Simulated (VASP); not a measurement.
# HfH3 (R-3c) in VASP: notebook

The runs below take HfH3 through single point, relaxation of cell and atoms, with PBEsol.

Program: VASP 6.6.1. These are calculated values, not measurements. Logs are shortened: lines on timing, memory, paths and dates and some standing lists are left out, and cuts for length are marked.

## (1) The cell of the first run

Symmetry: R-3c, No. 167, trigonal system. Conventional cell: a = 3.874 Å, b = 3.874 Å, c = 15.382 Å, α = 90.00°, β = 90.00°, γ = 120.00°. Hf (site symmetry -3) has 6 H at 1.93 Å within 2.6 Å. H (site symmetry 2) has 6 H at 1.78 to 2.49 Å and 2 Hf at 1.93 Å within 2.5 Å.

## (2) Single point, PBEsol

The input, INCAR:

```
SYSTEM = HfH3
PREC = Accurate ; ENCUT = 520
EDIFF = 1E-6 ; ISMEAR = 0
SIGMA = 0.0868 ; LREAL = .False.
LASPH = .True. ; NELM = 80
ALGO = Normal ; ISIF = 2
LWAVE = .False. ; LCHARG = .False.
GGA = PS ; NBANDS = 23
```

The input, KPOINTS:

```
Automatic mesh
0
Gamma
  6 6 6
  0 0 0
```

The input, POSCAR:

```
HfH3
1.0
    1.9368465514      3.3547166334     -0.0000001337
   -1.9368465514      3.3547166334     -0.0000001337
    0.0000000000     -2.2364775513      5.1272116087
Hf H
2 6
Direct
    0.0000000000      0.0000000000      0.0000000000
    0.5000000000      0.5000000000      0.5000000000
    0.9841171369      0.5158828631      0.7500000000
    0.2500000000      0.9841171369      0.7500000000
    0.5158828631      0.2500000000      0.7500000000
    0.0158828631      0.4841171369      0.2500000000
    0.7500000000      0.0158828631      0.2500000000
    0.4841171369      0.7500000000      0.2500000000
```

Potentials or basis: VASP PAW PBE potentials, release 64 (Hf_pv, H).

Command:

```console
cat potpaw_PBE.64/Hf_pv/POTCAR potpaw_PBE.64/H/POTCAR > POTCAR
mpirun -np 1 vasp_std > vasp.out
```

OUTCAR:

```text
SYSTEM = HfH3
   PREC = Accurate
   ENCUT = 520
   EDIFF = 1E-6
   ISMEAR = 0
   LREAL = .False.
   LASPH = .True.
   NELM = 80
   ISIF = 2
   GGA = PS

 ion  position               nearest neighbor table
   1  0.000  0.000  0.000-   3 1.93   6 1.93   4 1.93   7 1.93   5 1.93   8 1.93   2 3.40   2 3.40
                             2 3.40   2 3.40   2 3.40   2 3.40
   2  0.500  0.500  0.500-   3 1.93   6 1.93   5 1.93   8 1.93   7 1.93   4 1.93   1 3.40   1 3.40
                             1 3.40   1 3.40   1 3.40   1 3.40
   3  0.984  0.516  0.750-   1 1.93   2 1.93
   4  0.250  0.984  0.750-   1 1.93   2 1.93
   5  0.516  0.250  0.750-   2 1.93   1 1.93
   6  0.016  0.484  0.250-   1 1.93   2 1.93
   7  0.750  0.016  0.250-   1 1.93   2 1.93
   8  0.484  0.750  0.250-   2 1.93   1 1.93

  LATTYP: Found a trigonal (rhomboedric) cell.
 ALAT       =     5.5937581926
 COS(alpha) =     0.7602199494

  Lattice vectors:

 A1 = (  -1.9368465514,   1.1182390821,   5.1272114750)
 A2 = (   0.0000000000,  -2.2364775513,   5.1272116087)
 A3 = (   1.9368465514,   1.1182390821,   5.1272114750)

Analysis of symmetry for initial positions (statically):
=====================================================================
 Subroutine PRICEL returns:
 Original cell was already a primitive cell.

 Routine SETGRP: Setting up the symmetry group for a
 trigonal (rhombohedral) supercell.

 Subroutine GETGRP returns: Found 12 space group operations
 (whereof  6 operations were pure point group operations)
 out of a pool of 12 trial point group operations.

The static configuration has the point symmetry S_6 .
 The point group associated with its full space group is D_3d.

Analysis of symmetry for dynamics (positions and initial velocities):
=====================================================================
 Subroutine PRICEL returns:
 Original cell was already a primitive cell.

 Routine SETGRP: Setting up the symmetry group for a
 trigonal (rhombohedral) supercell.

 Subroutine GETGRP returns: Found 12 space group operations
 (whereof  6 operations were pure point group operations)
 out of a pool of 12 trial point group operations.

The dynamic configuration has the point symmetry S_6 .
 The point group associated with its full space group is D_3d.

 Subroutine INISYM returns: Found 12 space group operations
 (whereof  6 operations are pure point group operations),
 and found     1 'primitive' translations

----------------------------------------------------------------------------------------

                                     Primitive cell

  volume of cell :      66.6288

  direct lattice vectors                    reciprocal lattice vectors
     1.936846551  3.354716633 -0.000000134     0.258151581  0.149043888  0.065012590
    -1.936846551  3.354716633 -0.000000134    -0.258151581  0.149043888  0.065012590
     0.000000000 -2.236477551  5.127211609     0.000000000  0.000000008  0.195037789

  length of vectors
     3.873693103  3.873693103  5.593758193     0.305094995  0.305094995  0.195037789

  position of ions in fractional coordinates (direct lattice)
     0.000000000  0.000000000  0.000000000
     0.500000000  0.500000000  0.500000000
     0.984117137  0.515882863  0.750000000
     0.250000000  0.984117137  0.750000000
     0.515882863  0.250000000  0.750000000
     0.015882863  0.484117137  0.250000000
     0.750000000  0.015882863  0.250000000
     0.484117137  0.750000000  0.250000000

  ion indices of the primitive-cell ions
   primitive index   ion index
                 1           1
                 2           2
                 3           3
                 4           4
                 5           5
                 6           6
                 7           7
                 8           8

----------------------------------------------------------------------------------------

 KPOINTS: Automatic mesh

Automatic generation of k-mesh.
 Grid dimensions read from file:
 generate k-points for:    6    6    6

 Generating k-lattice:

  Cartesian coordinates                     Fractional coordinates (reciprocal lattice)
     0.043025264  0.024840648  0.010835432     0.166666667  0.000000000 -0.000000000
    -0.043025264  0.024840648  0.010835432     0.000000000  0.166666667 -0.000000000
     0.000000000  0.000000001  0.032506298     0.000000000  0.000000000  0.166666667

  Length of vectors
     0.050849166  0.050849166  0.032506298

  Shift w.r.t. Gamma in fractional coordinates (k-lattice)
     0.000000000  0.000000000  0.000000000

 Subroutine IBZKPT returns following result:
 ===========================================

 Found     32 irreducible k-points:

 Following reciprocal coordinates:
            Coordinates               Weight
  0.000000  0.000000  0.000000      1.000000
  0.166667  0.000000 -0.000000      6.000000
  0.333333 -0.000000 -0.000000      6.000000
  0.500000 -0.000000  0.000000      3.000000
  0.166667  0.166667 -0.000000      6.000000
  0.333333  0.166667  0.000000     12.000000
[... 16 lines left out ...]
  0.333333  0.333333  0.166667      6.000000
  0.500000  0.333333  0.166667     12.000000
 [... further k-points ...]
   k-points           NKPTS =     32   k-points in BZ     NKDIM =     32   number of bands    NBANDS=     23
   number of dos      NEDOS =    301   number of ions     NIONS =      8
   total plane-waves  NPLWV =  37800
   dimension x,y,z NGX =    30 NGY =   30 NGZ =   42
   dimension x,y,z NGXF=    60 NGYF=   60 NGZF=   84
   ions per type =               2   6
   NGX,Y,Z   is equivalent  to a cutoff of  12.87, 12.87, 12.48 a.u.
   NGXF,Y,Z  is equivalent  to a cutoff of  25.75, 25.75, 24.96 a.u.
 SYSTEM =  HfH3
   PREC   = accura    normal or accurate (medium, high low for compatibility)
   ISTART =      0    job   : 0-new  1-cont  2-samecut
   ICHARG =      2    charge: 1-file 2-atom 10-const
   ISPIN  =      1    spin polarized calculation?
   LNONCOLLINEAR =      F non collinear calculations
   LSORBIT =      F    spin-orbit coupling
   LASPH  =      T    aspherical Exc in radial PAW
   ENCUT  =  520.0 eV  38.22 Ry    6.18 a.u.   7.20  7.20 10.40*2*pi/ulx,y,z
   NELM   =     80;   NELMIN=  2; NELMDL= -5     # of ELM steps
   EDIFF  = 0.1E-05   stopping-criterion for ELM
   LREAL  =      F    real-space projection
[... 25 lines left out ...]
   AEXX    =    0.0000 exact exchange contribution
   IVDW    =     0    specifies the selected vdW correction
   LEPSILON=     F    determine dielectric tensor
   LRPA    =     F    only Hartree local field effects (RPA)
 non-spin polarized calculation
 Gauss-broadening in eV      SIGMA  =   0.09
  energy-cutoff  :      520.00
  volume of cell :       66.63
 maximum number of plane-waves:      1808
 NGX is ok and might be reduce to    30
   NGX = 15   NGY = 15   NGZ = 21

 number of electron      26.0000004 magnetization

 Free energy of the ion-electron system (eV)
  ---------------------------------------------------
  ext. energy  EPLUGINS =         0.00000000
  ---------------------------------------------------
  free energy    TOTEN  =       -41.34920560 eV

  energy without entropy =      -41.34180900  energy(sigma->0) =      -41.34550730

 E-fermi :   3.4834     XC(G=0): -10.8266

 val. band max:        3.3979596252   @ k =   0.5000   0.1667   0.0000
 cond. band min:       3.4838329399   @ k =   0.5000   0.1667   0.1667
 fundamental gap:      0.0858733148
 Fermi energy:         3.4833852078

 k-point     1 :       0.0000    0.0000    0.0000
  band No.  band energies     occupation
      1     -27.5789      2.00000
      2     -27.5600      2.00000
      3     -27.5600      2.00000
      4     -27.4596      2.00000
      5     -27.4596      2.00000
      6     -27.1668      2.00000
[... 15 lines left out ...]
     22       9.6786      0.00000
     23      12.1290      0.00000

 k-point     2 :       0.1667    0.0000   -0.0000
  band No.  band energies     occupation
      1     -27.5732      2.00000
      2     -27.5592      2.00000
      3     -27.5483      2.00000
      4     -27.4883      2.00000
      5     -27.4720      2.00000
      6     -27.1918      2.00000
[... 15 lines left out ...]
     22      11.0007      0.00000
     23      11.6630      0.00000

 k-point     3 :       0.3333   -0.0000   -0.0000
  band No.  band energies     occupation
      1     -27.5961      2.00000
      2     -27.5581      2.00000
      3     -27.5434      2.00000
      4     -27.5014      2.00000
      5     -27.4669      2.00000
      6     -27.2615      2.00000
[... 15 lines left out ...]
     22       9.9618      0.00000
     23      11.2644      0.00000

 k-point     4 :       0.5000   -0.0000    0.0000
  band No.  band energies     occupation
      1     -27.5944      2.00000
      2     -27.5944      2.00000
      3     -27.5315      2.00000
      4     -27.5315      2.00000
      5     -27.3613      2.00000
      6     -27.3613      2.00000
[... 15 lines left out ...]
     22      10.3490      0.00000
     23      12.0276      0.00000

 k-point     5 :       0.1667    0.1667   -0.0000
  band No.  band energies     occupation
      1     -27.5830      2.00000
      2     -27.5731      2.00000
      3     -27.5146      2.00000
      4     -27.5097      2.00000
      5     -27.4577      2.00000
      6     -27.1947      2.00000
[... 15 lines left out ...]
     22      10.4932      0.00000
     23      10.9178      0.00000

 k-point     6 :       0.3333    0.1667    0.0000
  band No.  band energies     occupation
      1     -27.6000      2.00000
      2     -27.5779      2.00000
      3     -27.5628      2.00000
      4     -27.4770      2.00000
      5     -27.4498      2.00000
      6     -27.2355      2.00000
[... 15 lines left out ...]
     22      10.1793      0.00000
     23      11.5014      0.00000

 k-point     7 :       0.5000    0.1667    0.0000
  band No.  band energies     occupation
      1     -27.6139      2.00000
      2     -27.6057      2.00000
      3     -27.5552      2.00000
      4     -27.5209      2.00000
      5     -27.3671      2.00000
      6     -27.3094      2.00000
[... 353 lines left out ...]
     22      11.0064      0.00000
     23      12.1273      0.00000

 k-point    21 :       0.5000    0.1667    0.1667
  band No.  band energies     occupation
      1     -27.6509      2.00000
      2     -27.6305      2.00000
      3     -27.5351      2.00000
      4     -27.5176      2.00000
      5     -27.3187      2.00000
      6     -27.3172      2.00000
[... 15 lines left out ...]
     22      10.9650      0.00000
     23      11.1472      0.00000

 k-point    22 :      -0.3333    0.1667    0.1667
  band No.  band energies     occupation
      1     -27.6320      2.00000
      2     -27.6176      2.00000
      3     -27.5802      2.00000
      4     -27.4909      2.00000
      5     -27.3841      2.00000
      6     -27.2649      2.00000
[... 15 lines left out ...]
     22       9.9456      0.00000
     23      11.1653      0.00000

 k-point    23 :       0.3333    0.3333    0.1667
  band No.  band energies     occupation
      1     -27.6555      2.00000
      2     -27.6060      2.00000
      3     -27.5943      2.00000
      4     -27.4572      2.00000
      5     -27.3461      2.00000
      6     -27.2640      2.00000
[... 15 lines left out ...]
     22      10.3639      0.00000
     23      11.2039      0.00000

 k-point    24 :       0.5000    0.3333    0.1667
  band No.  band energies     occupation
      1     -27.6717      2.00000
      2     -27.6365      2.00000
      3     -27.5718      2.00000
      4     -27.4840      2.00000
      5     -27.3239      2.00000
      6     -27.2796      2.00000
[... 15 lines left out ...]
     22      10.1289      0.00000
     23      10.5881      0.00000

 [... further k-points ...]
[... 5 lines left out ...]
  --------------------------------------------------------------------------------------
  -------------------------------------------------------------------------------------
  Total       -0.1363499     -0.1363499     -0.1464613      0.0000000     -0.0000000      0.0000000
  in kB       -3.2787120     -3.2787120     -3.5218537      0.0000000     -0.0000000      0.0000000
  external PRESSURE =      -3.3597592 kB  Pullay stress =       0.0000000 kB

 VOLUME and BASIS-vectors are now :
 -----------------------------------------------------------------------------
  energy-cutoff  :      520.00
  volume of cell :       66.63
      direct lattice vectors                 reciprocal lattice vectors
     1.936846551  3.354716633 -0.000000134     0.258151581  0.149043888  0.065012590
    -1.936846551  3.354716633 -0.000000134    -0.258151581  0.149043888  0.065012590
     0.000000000 -2.236477551  5.127211609     0.000000000  0.000000008  0.195037789

 POSITION                                       TOTAL-FORCE (eV/Angst)
 -----------------------------------------------------------------------------------
      0.00000      0.00000      0.00000        -0.000000     -0.000000      0.000000
      0.00000      2.23648      2.56361        -0.000000      0.000000      0.000000
      0.90690      3.35472      3.84541        -0.005274     -0.000000     -0.000000
     -1.42187      2.46276      3.84541         0.002637     -0.004567      0.000000
      0.51497      0.89196      3.84541         0.002637      0.004567     -0.000000
     -0.90690      1.11824      1.28180         0.005274      0.000000     -0.000000
      1.42187      2.01020      1.28180        -0.002637      0.004567     -0.000000
     -0.51497      3.58099      1.28180        -0.002637     -0.004567      0.000000
 -----------------------------------------------------------------------------------
    total drift:                                0.000000      0.000000      0.000000

  FREE ENERGIE OF THE ION-ELECTRON SYSTEM (eV)
  ---------------------------------------------------
  free  energy   TOTEN  =       -41.3492055972 eV

  energy  without entropy=      -41.3418089985  energy(sigma->0) =      -41.34550730
```

Run time: 35 s. Hardware: 1 thread of Intel Xeon 6975P-C (Granite Rapids), shared host; peak memory 0.2 GiB.

Results:

* Free energy: -41.3492 eV
* Pressure: -0.3 GPa
* Largest force: 0.005 eV/Å
* Band gap on the k mesh: zero (bands 13 and 14 overlap by 1.33 eV)

Forces in eV/Å, atoms in the order of the input:
```
Hf   0.000  0.000  0.000
Hf   0.000  0.000  0.000
H   -0.005  0.000  0.000
H    0.003 -0.005  0.000
H    0.003  0.005  0.000
H    0.005  0.000  0.000
H   -0.003  0.005  0.000
H   -0.003 -0.005  0.000
```

Caveat: the PAW data sets were made with another functional, which shifts forces and pressure a little; spin-orbit coupling is left out, which moves the levels of the heavy elements.

## (3) Relaxation of cell and atoms, PBEsol

This run uses another cell than the first one, of 10.09 Å³/atom.

The input, INCAR:

```
SYSTEM = HfH3
PREC = Accurate
ENCUT = 600
EDIFF = 1E-6
ISMEAR = 0
SIGMA = 0.0868
LREAL = .False.
LASPH = .True.
NELM = 80
ALGO = Normal
ISIF = 3
LWAVE = .False.
LCHARG = .False.
GGA = PS
IBRION = 2
NSW = 60
EDIFFG = -0.01
```

The input, KPOINTS:

```
regular mesh
0
Gamma
  6 6 6
  0 0 0
```

The input, POSCAR:

```
HfH3
1.0
    2.3609180000      4.0892270000      0.0000000000
   -2.3609180000      4.0892270000      0.0000000000
    0.0000000000     -2.7261510000      4.1825040000
Hf H
2 6
Direct
    0.0000000000      0.0000000000      0.0000000000
    0.5000000000      0.5000000000      0.5000000000
    0.8780000000      0.6220000000      0.7500000000
    0.2500000000      0.8780000000      0.7500000000
    0.6220000000      0.2500000000      0.7500000000
    0.1220000000      0.3780000000      0.2500000000
    0.7500000000      0.1220000000      0.2500000000
    0.3780000000      0.7500000000      0.2500000000
```

Potentials or basis: VASP PAW PBE potentials, release 64 (Hf_pv, H).

Command:

```console
cat potpaw_PBE.64/Hf_pv/POTCAR potpaw_PBE.64/H/POTCAR > POTCAR
mpirun -np 1 vasp_std > vasp.out
```

Run time: 11 min. Hardware: 1 thread of Intel Xeon 6975P-C (Granite Rapids), shared host; peak memory 0.29 GiB.

The run converged. Its results:

- Free energy: -41.3450 eV
- Relaxed volume: 8.28 Å³/atom
- Relaxed cell: a = 3.867 Å, b = 3.867 Å, c = 5.583 Å, α = 110.26°, β = 110.26°, γ = 60.00°
- Space group after relaxing (to 0.1 Å): R-3c (No. 167)
- Energy gained by relaxing: 216.7 meV/atom
- Ionic steps: 23
- Pressure after relaxing: 0.1 GPa
- Largest force after relaxing: 0.009 eV/Å
- Band gap on the k mesh: zero (bands 13 and 14 overlap by 1.34 eV)

Forces in eV/Å, atoms in the order of the input:
```
Hf   0.000  0.000  0.000
Hf   0.000  0.000  0.000
H   -0.009  0.000  0.000
H    0.004 -0.007  0.000
H    0.004  0.007  0.000
H    0.009  0.000  0.000
H   -0.004  0.007  0.000
H   -0.004 -0.007  0.000
```

Stress tensor (GPa, compression positive):
```
0.11 0.00 0.00
0.00 0.11 0.00
0.00 0.00 0.02
```

Step by step:
```csv
step,energy change (eV),largest force (eV/Å),pressure (GPa),volume (Å³)
1,0.0000,0.7491,13.18,80.76
2,-0.4846,0.2537,-0.16,90.86
3,-0.4860,0.2274,-0.77,91.49
4,-0.5070,0.2288,-0.77,90.99
5,-0.5721,0.2312,-0.85,89.52
6,-0.7104,0.2207,-1.06,86.58
7,-0.9991,0.1414,-1.78,80.78
8,-1.3629,0.3615,-2.93,69.47
9,-1.3489,0.1786,-2.71,71.96
10,-1.3645,0.2578,-2.83,70.79
11,-1.3951,0.2768,-2.38,69.79
12,-1.4461,0.3413,-1.09,67.42
13,-1.3986,0.5758,2.70,62.72
14,-1.4603,0.3717,-0.27,66.34
15,-1.5017,0.3323,-0.01,66.24
16,-1.6061,0.2164,0.71,65.90
17,-1.7149,0.0055,2.28,65.10
18,-1.7204,0.0518,2.72,64.83
19,-1.7294,0.0535,-1.09,66.68
20,-1.7325,0.0190,0.15,66.05
21,-1.7325,0.0176,0.20,66.02
22,-1.7330,0.0133,0.15,66.13
23,-1.7333,0.0085,0.08,66.25
```

Final structure:
```cif
data_structure
_symmetry_space_group_name_H-M 'P 1'
_symmetry_Int_Tables_number 1
_cell_length_a 3.8666
_cell_length_b 3.8666
_cell_length_c 5.5825
_cell_angle_alpha 110.262
_cell_angle_beta 110.262
_cell_angle_gamma 60.000
_cell_volume 66.25
loop_
_atom_site_label
_atom_site_type_symbol
_atom_site_fract_x
_atom_site_fract_y
_atom_site_fract_z
_atom_site_occupancy
Hf1 Hf 0.00000 0.00000 0.00000 1
Hf2 Hf 0.50000 0.50000 0.50000 1
H1 H 0.98522 0.51478 0.75000 1
H2 H 0.25000 0.98522 0.75000 1
H3 H 0.51478 0.25000 0.75000 1
H4 H 0.01478 0.48522 0.25000 1
H5 H 0.75000 0.01478 0.25000 1
H6 H 0.48522 0.75000 0.25000 1
```

Levels at points of the mesh, in eV from the Fermi level:
| k point | band 9 | band 10 | band 11 | band 12 | band 13 | band 14 | band 15 | band 16 | band 17 | band 18 |
| --- | --- | --- | --- | --- | --- | --- | --- | --- | --- | --- |
| (0.00, 0.00, 0.00) | -4.24 | -4.24 | -2.87 | -0.34 | -0.34 | 0.50 | 0.50 | 2.24 | 2.36 | 2.36 |
| (0.50, 0.00, 0.00) | -4.71 | -4.71 | -3.20 | -3.20 | -0.43 | -0.43 | 2.87 | 2.87 | 2.99 | 2.99 |
| (0.50, 0.50, 0.00) | -6.14 | -4.38 | -2.92 | -1.56 | -1.26 | 1.37 | 2.30 | 2.66 | 3.18 | 3.25 |
| (0.00, 0.00, 0.50) | -2.75 | -2.75 | -2.75 | -2.75 | -0.12 | -0.12 | 1.14 | 1.14 | 1.14 | 1.14 |

Caveat: the volume moved by over 15 % at a fixed basis, so the end points are rough; the PAW data sets were made with another functional, which shifts forces and pressure a little; spin-orbit coupling is left out, which moves the levels of the heavy elements.
